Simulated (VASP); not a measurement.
Here is a VASP 6.6.1 calculation.

File INCAR:

```
PREC     = Accurate       # precision mode
ENCUT    = 520            # plane-wave cutoff, eV
EDIFF    = 1E-7           # SCF threshold, eV
ISMEAR   = -1             # smearing method
SIGMA    = 0.1853         # smearing width, eV
LREAL    = Auto         
LASPH    = T              # aspherical terms in the spheres
NELM     = 100            # most SCF steps
ALGO     = Normal         # electronic algorithm
ISIF     = 2              # what is computed and relaxed
LWAVE    = F              # write WAVECAR
LCHARG   = F              # write CHGCAR
GGA      = PE             # functional
NBANDS   = 118            # bands
ISYM     = 0
```

File KPOINTS:

```
Automatic mesh
0
Gamma
  1 1 1
  0.25 0.25 0.25
```

Contents of POSCAR:

```
Cu5Si3
1.0
    6.7017400000      0.1472560000     -0.1241750000
    0.1472560000      6.7720700000      0.0166020000
   -0.1241750000      0.0166020000      6.8991740000
Cu Si
15 9
Direct
    0.3161561560      0.5725774136      0.9957706184
    0.8648044384      0.4128686712      0.6550906885
    0.5542544718      0.9605812702      0.1751054516
    0.7484334546      1.0502930753      0.4721995356
    0.0862429120      0.8717288255      0.1500774979
    0.6135329641      0.2124266805      0.8846668816
    0.5425610747      0.3531840598      0.2063275922
    0.9786808051      0.6911837279      0.7726051926
    0.1799978607      0.4905206552      0.2696675878
    0.9418335394      0.0041160192      0.8979876208
    0.8921997032      0.3026730312      0.0552515302
    0.2830500005     -0.1219444426      0.8153530054
    0.2763890023      0.1847168464      0.0484066550
    0.6243745214      0.8317630020      0.8527787206
    0.4314129721      0.6731889844      0.3463393476
    0.7266487983      0.6941893030      0.5133147365
    0.5258945914      0.4071777347      0.5408832994
    0.2426058874      0.5640788532      0.6162719985
    0.3877433194      0.1174792098      0.4083868064
    0.1952969102      0.2048857727      0.6983835283
    0.8133344807      0.7066195213      0.1646642789
    0.9692636633      0.2703499054      0.3837866629
    0.1244307017      0.8898312638      0.4779078197
    0.6638808633      0.5162329644      0.9443312934
```

Potentials or basis: VASP PAW PBE potentials, release 64 (Cu, Si).

Launch:

```console
$ cat potpaw_PBE.64/Cu/POTCAR potpaw_PBE.64/Si/POTCAR > POTCAR
$ mpirun -np 1 vasp_std > vasp.out
```

Q: What does it give for the largest force?

A: 2.975 eV/Å.

Q: What does it give for the pressure?

A: 14.3 GPa.

Forces in eV/Å, atoms in the order of the input:
```
Cu   0.535  0.493 -1.529
Cu  -0.429 -2.343  0.966
Cu   0.244  0.142 -0.919
Cu  -0.164 -0.395  1.062
Cu   2.266 -0.726  1.047
Cu  -1.323 -2.230 -1.446
Cu   0.344 -0.397  0.253
Cu   0.006  0.652  0.794
Cu  -2.271 -1.172  0.342
Cu  -1.078  1.917 -2.003
Cu   2.239  0.434  1.021
Cu  -0.358  0.765 -0.179
Cu  -0.932 -0.375 -0.303
Cu   0.752  0.655 -0.567
Cu   0.399  1.860 -0.470
Si   1.039  0.715 -0.027
Si   1.694 -1.213  0.520
Si  -1.406  0.509  0.363
Si  -0.783 -0.037  0.526
Si  -0.167 -0.251 -0.138
Si  -0.142 -0.218  1.436
Si   0.697 -0.293  0.063
Si  -0.528  0.127  0.987
Si  -0.634  1.382 -1.799
```

Caveat: the k points lie up to 0.94 Å⁻¹ apart.
